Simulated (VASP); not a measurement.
# Ge (Im-3m) in VASP: a series of runs, part 2 of 2

VASP 6.6.1. The steps go on from the part before.

**5. Single point, BLYP (volume scaled by 0.96)**

INCAR

```
  PREC = Accurate
  ENCUT = 520
  EDIFF = 1E-6
  ISMEAR = -1
  SIGMA = 0.1
  LREAL = F
  LASPH = T
  NELM = 80
  ALGO = Normal
  ISIF = 2
  LWAVE = F
  LCHARG = F
  GGA = B5
  ALDAX = 1.0
  AGGAX = 1.0
  AGGAC = 1.0
  ALDAC = 0.0
  NBANDS = 13
```

KPOINTS

```
Automatic mesh
0
Gamma
  14 14 14
```

POSCAR

```
Ge
1.0
   -1.7292420612      1.7292420612      1.7292420612
    1.7292420612     -1.7292420612      1.7292420612
    1.7292420612      1.7292420612     -1.7292420612
Ge
1
Direct
    0.0000000000      0.0000000000      0.0000000000
```

Potentials or basis: VASP PAW PBE potentials, release 64 (Ge_d).

Started as:

```
cat potpaw_PBE.64/Ge_d/POTCAR > POTCAR
mpirun -np 1 vasp_std > vasp.out
```

OUTCAR:

```text
PREC = Accurate
   ENCUT = 520
   EDIFF = 1E-6
   ISMEAR = -1
   LREAL = F
   LASPH = T
   NELM = 80
   ISIF = 2
   GGA = B5

 ion  position               nearest neighbor table
   1  0.000  0.000  0.000-

  LATTYP: Found a body centered cubic cell.
 ALAT       =     3.4584841224

  Lattice vectors:

 A1 = (  -1.7292420612,   1.7292420612,   1.7292420612)
 A2 = (   1.7292420612,  -1.7292420612,   1.7292420612)
 A3 = (   1.7292420612,   1.7292420612,  -1.7292420612)

Analysis of symmetry for initial positions (statically):
=====================================================================
 Subroutine PRICEL returns:
 Original cell was already a primitive cell.

 Routine SETGRP: Setting up the symmetry group for a
 body centered cubic supercell.

 Subroutine GETGRP returns: Found 48 space group operations
 (whereof 48 operations were pure point group operations)
 out of a pool of 48 trial point group operations.

The static configuration has the point symmetry O_h .

Analysis of symmetry for dynamics (positions and initial velocities):
=====================================================================
 Subroutine PRICEL returns:
 Original cell was already a primitive cell.

 Routine SETGRP: Setting up the symmetry group for a
 body centered cubic supercell.

 Subroutine GETGRP returns: Found 48 space group operations
 (whereof 48 operations were pure point group operations)
 out of a pool of 48 trial point group operations.

The dynamic configuration has the point symmetry O_h .

 Subroutine INISYM returns: Found 48 space group operations
 (whereof 48 operations are pure point group operations),
 and found     1 'primitive' translations

----------------------------------------------------------------------------------------

                                     Primitive cell

  volume of cell :      20.6837

  direct lattice vectors                    reciprocal lattice vectors
    -1.729242061  1.729242061  1.729242061     0.000000000  0.289144019  0.289144019
     1.729242061 -1.729242061  1.729242061     0.289144019  0.000000000  0.289144019
[... 112 lines left out ...]
   LEPSILON=     F    determine dielectric tensor
   LRPA    =     F    only Hartree local field effects (RPA)
 non-spin polarized calculation
  energy-cutoff  :      520.00
  volume of cell :       20.68
 maximum number of plane-waves:       586
 NGX is ok and might be reduce to    24
   NGX = 11   NGY = 11   NGZ = 11

 number of electron      14.0000003 magnetization

 Free energy of the ion-electron system (eV)
  ---------------------------------------------------
  ext. energy  EPLUGINS =         0.00000000
  ---------------------------------------------------
  free energy    TOTEN  =        -3.32528637 eV

  energy without entropy =       -3.31107890  energy(sigma->0) =       -3.31818263

 E-fermi :   6.2673     XC(G=0): -10.2512

 val. band max:        6.2345627163   @ k =   0.2143   0.2143   0.1429
 cond. band min:       6.2930860767   @ k =  -0.2857   0.3571   0.2143
 fundamental gap:      0.0585233604
 Fermi energy:         6.2672588845

 k-point     1 :       0.0000    0.0000    0.0000
  band No.  band energies     occupation
      1     -18.4459      2.00000
      2     -18.4459      2.00000
      3     -18.4459      2.00000
      4     -18.3786      2.00000
      5     -18.3786      2.00000
      6      -6.1446      2.00000
      7      14.2390      0.00000
      8      14.2390      0.00000
      9      14.2390      0.00000
     10      20.6240      0.00000
     11      20.6240      0.00000
     12      20.6240      0.00000
     13      22.7761      0.00000
[... 354 lines left out ...]
  band No.  band energies     occupation
      1     -18.4518      2.00000
      2     -18.4078      2.00000
      3     -18.3964      2.00000
      4     -18.3773      2.00000
      5     -18.3662      2.00000
      6      -0.2502      2.00000
      7       3.1550      2.00000
      8       4.4811      2.00000
      9      10.8032      0.00000
     10      18.2513      0.00000
     11      20.7979      0.00000
     12      21.8537      0.00000
     13      26.1873      0.00000

 [... further k-points ...]

------------------------ aborting loop because EDIFF is reached ----------------------------------------

  FORCE on cell =-STRESS in cart. coord.  units (eV):
  Direction    XX          YY          ZZ          XY          YZ          ZX
  --------------------------------------------------------------------------------------
  -------------------------------------------------------------------------------------
  Total        0.2261237      0.2261237      0.2261237     -0.0000000      0.0000000     -0.0000000
  in kB       17.5157741     17.5157741     17.5157741     -0.0000000      0.0000000     -0.0000000
  external PRESSURE =      17.5157741 kB  Pullay stress =       0.0000000 kB

 VOLUME and BASIS-vectors are now :
 -----------------------------------------------------------------------------
  energy-cutoff  :      520.00
  volume of cell :       20.68
      direct lattice vectors                 reciprocal lattice vectors
    -1.729242061  1.729242061  1.729242061     0.000000000  0.289144019  0.289144019
     1.729242061 -1.729242061  1.729242061     0.289144019  0.000000000  0.289144019
     1.729242061  1.729242061 -1.729242061     0.289144019  0.289144019  0.000000000

 POSITION                                       TOTAL-FORCE (eV/Angst)
 -----------------------------------------------------------------------------------
      0.00000      0.00000      0.00000        -0.000000     -0.000000      0.000000
 -----------------------------------------------------------------------------------
    total drift:                               -0.000000      0.000000      0.000000

  FREE ENERGIE OF THE ION-ELECTRON SYSTEM (eV)
  ---------------------------------------------------
  free  energy   TOTEN  =        -3.3252863662 eV

  energy  without entropy=       -3.3110788990  energy(sigma->0) =       -3.31818263
```

Run time: 43 s. Hardware: 1 thread of AMD EPYC 7R43 (Zen 3), shared host; peak memory 0.12 GiB.

Results:

```yaml
Free_energy: -3.3253 eV
Pressure: 1.8 GPa
Band_gap_on_the_k_mesh: zero (band 7 reaches 14.24 eV, above the bottom of band 8 at 3.75 eV)
```

Caveat: the PAW data sets were made with another functional, which shifts forces and pressure a little.

**6. The runs side by side**

```csv
cell,k mesh,gap on the mesh (eV),pressure (GPa)
"a = 3.036 Å, angles 109.5°, 1 atom",13 × 13 × 13,none,0.0
"a = 2.910 Å, angles 109.5°, 1 atom",14 × 14 × 14,none,7.6
"a = 2.953 Å, angles 109.5°, 1 atom",14 × 14 × 14,none,4.5
"a = 2.995 Å, angles 109.5°, 1 atom",14 × 14 × 14,none,1.8
```

Alike in all rows: task single point; level BLYP; potentials or basis VASP PAW PBE potentials, release 64 (Ge_d); no spin polarisation; cutoff (eV) 520; smearing fermi-dirac 0.1 eV.

Caveats: the PAW data sets were made with another functional, which shifts forces and pressure a little.

Absolute energies hang on the potentials; compare differences alone.
